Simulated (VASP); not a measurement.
A run of VASP 6.6.1:

File POSCAR:

```
SnO2
1.0
    4.4991728101      0.0000000000      0.0000000000
    0.0000000000      4.5006134949      0.0000000000
    0.0000000000      0.0000000000      3.1144519738
Sn O
2 4
Direct
    0.5000000000      0.5000000000      0.5000000000
    0.0000000000      0.0000000000      0.0000000000
    0.3046785172      0.3051666554      0.0000000000
    0.8046785172      0.1948333446      0.5000000000
    0.1953214828      0.8051666554      0.5000000000
    0.6953214828      0.6948333446      0.0000000000
```

Contents of INCAR.step1:

```
  PREC = Accurate
  ENCUT = 520
  ISMEAR = 0
  SIGMA = 0.02
  LREAL = False
  LASPH = True
  NELM = 100
  NBANDS = 35
  GGA = PE
  ALGO = Normal
  EDIFF = 1E-4
  LWAVE = True
  LCHARG = False
```

The input INCAR.step2:

```
  PREC = Accurate
  ENCUT = 520
  EDIFF = 1E-6
  ISMEAR = 0
  SIGMA = 0.02
  LREAL = False
  LASPH = True
  NELM = 100
  ALGO = Normal
  ISIF = 2
  LWAVE = False
  LCHARG = True
  METAGGA = R2SCAN
  LMIXTAU = True
  LELF = True
  LVHAR = True
  NBANDS = 35
  ISTART = 1
```

KPOINTS

```
regular mesh
0
Gamma
  6 6 10
```

Potentials or basis: VASP PAW PBE potentials, release 64 (Sn_d, O).

The run is started by

```sh
$ cat potpaw_PBE.64/Sn_d/POTCAR potpaw_PBE.64/O/POTCAR > POTCAR
$ cp INCAR.step1 INCAR
$ mpirun -np 1 vasp_std > vasp.out
$ cp INCAR.step2 INCAR
$ mpirun -np 1 vasp_std > vasp.out
```

Hardware: 1 thread of Oxide Virtual Turin-like Processor, on a shared host.

Question: How long does it take, and how much memory?

Answer: Run time: 20 min on 1 thread of Oxide Virtual Turin-like Processor, with other jobs on the host, peak memory 0.26 GiB. Counts: k points 96.
